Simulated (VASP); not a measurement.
Runs of VASP 6.6.1 on Te. The structure is that of space group P3_121 (No. 152), or close to it. The cells are those of the table. 

```csv
task,level,potentials or basis,cell,k mesh,cutoff (eV),smearing,gap on the mesh (eV),pressure (GPa),largest force (eV/Å)
single point,PBE,"VASP PAW PBE potentials, release 64 (Te)","a = 4.632, b = 4.632, c = 5.924 Å, angles 90.0, 90.0, 120.0°, 3 atoms",6 × 6 × 4,520,fermi-dirac 0.05 eV,0.36,-0.5,0.01
single point,PBEsol,"VASP PAW PBE potentials, release 64 (Te)","a = 4.513, b = 4.513, c = 6.002 Å, angles 90.0, 90.0, 120.0°, 3 atoms",7 × 7 × 5,520,fermi-dirac 0.05 eV,0.60,-2.6,0.07
single point,PBE,"VASP PAW PBE potentials, release 64 (Te)","a = 4.454, b = 4.454, c = 5.924 Å, angles 90.0, 90.0, 120.0°, 3 atoms",7 × 7 × 5,500,gaussian 0.024 eV,0.63,1.5,0.16
single point,r2SCAN,"VASP PAW PBE potentials, release 64 (Te)","a = 4.454, b = 4.454, c = 5.924 Å, angles 90.0, 90.0, 120.0°, 3 atoms",7 × 7 × 5,520,fermi-dirac 0.05 eV,0.75,0.9,0.06
relaxation of cell and atoms,PBEsol,"VASP PAW PBE potentials, release 64 (Te)","relaxed from a = 4.454, b = 4.454, c = 5.924 Å, angles 90.0, 90.0, 120.0°, 3 atoms",7 × 7 × 5,600,fermi-dirac 0.05 eV,0.45,0.0,0.01
single point,PBE,"VASP PAW PBE potentials, release 64 (Te)","a = 4.522, b = 4.522, c = 5.954 Å, angles 90.0, 90.0, 120.0°, 3 atoms",7 × 7 × 5,520,fermi-dirac 0.05 eV,0.62,0.0,0.01
single point,BLYP,"VASP PAW PBE potentials, release 64 (Te)","a = 5.234, b = 5.234, c = 5.915 Å, angles 90.0, 90.0, 120.0°, 3 atoms",7 × 7 × 5,520,fermi-dirac 0.05 eV,(b),(a),0.05
single point,PBEsol,"VASP PAW PBE potentials, release 64 (Te)","a = 4.454, b = 4.454, c = 5.924 Å, angles 90.0, 90.0, 120.0°, 3 atoms",7 × 7 × 5,520,fermi-dirac 0.05 eV,0.59,-0.9,0.13
single point,r2SCAN,"VASP PAW PBE potentials, release 64 (Te)","a = 4.541, b = 4.541, c = 6.040 Å, angles 90.0, 90.0, 120.0°, 3 atoms",7 × 7 × 5,520,fermi-dirac 0.05 eV,0.79,-1.8,(c)
single point,LDA,"VASP PAW LDA potentials, release 64 (Te)","a = 4.424, b = 4.424, c = 5.884 Å, angles 90.0, 90.0, 120.0°, 3 atoms",7 × 7 × 5,520,fermi-dirac 0.05 eV,0.57,-0.9,0.19
relaxation of the atoms,PBE,"VASP PAW PBE potentials, release 64 (Te)","atoms relaxed from a = 4.276, b = 4.276, c = 5.924 Å, angles 90.0, 90.0, 120.0°, 3 atoms",6 × 6 × 4,520,fermi-dirac 0.05 eV,-,3.7,-
single point,r2SCAN,"VASP PAW PBE potentials, release 64 (Te)","a = 4.363, b = 4.363, c = 5.803 Å, angles 90.0, 90.0, 120.0°, 3 atoms",7 × 7 × 5,520,fermi-dirac 0.05 eV,0.69,4.7,0.30
```

Alike in all rows: no spin polarisation.

Question: Estimate the missing entries.

Answer: (a) 0.1; (b) 1.11; (c) 0.35.

Caveats: spin-orbit coupling is left out, which moves the levels of the heavy elements; the PAW data sets were made with another functional, which shifts forces and pressure a little (some runs).

A k mesh can miss the band edges, and the runs leave out spin-orbit coupling on Te.
